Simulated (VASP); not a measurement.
A run of VASP 6.6.1:

The input INCAR:

```
SYSTEM = Co
  PREC = Accurate
  ENCUT = 600
  EDIFF = 1E-6
  ISMEAR = -1
  SIGMA = 0.05
  LREAL = .FALSE.
  LASPH = .TRUE.
  NELM = 200
  ALGO = Normal
  ISIF = 2
  LWAVE = .FALSE.
  LCHARG = .FALSE.
  ISPIN = 2
  MAGMOM = -1.666 -1.666
  LORBIT = 11
  LMAXMIX = 4
  GGA = PE
  NBANDS = 20
  GGA_COMPAT = .FALSE.
```

KPOINTS

```
Automatic mesh
0
G
  14 14 10
  0 0 0
```

The input POSCAR:

```
Co
1.0
    2.4100670579      0.0000000000      0.0000000000
    0.0000000000      2.4100670579      0.0000000000
    0.0000000000      0.0000000000      3.4066265563
Co
2
Direct
    0.0000000000      0.0000000000      0.0000000000
    0.5000000000      0.5000000000      0.5000000000
```

Potentials or basis: VASP PAW PBE potentials, release 64 (Co).

Run with:

```bash
$ cat potpaw_PBE.64/Co/POTCAR > POTCAR
$ mpirun -np 1 vasp_std > vasp.out
```

Hardware: 1 thread of AMD EPYC 9R45 96-Core Processor (Zen 5) (shared host).

Problem. How long does it take, and how much memory?

Solution. Wall time 2 min on 1 thread of AMD EPYC 9R45 96-Core Processor (Zen 5), on a shared host, peak memory 0.22 GiB. Counts: scf iterations 14, k points 216.
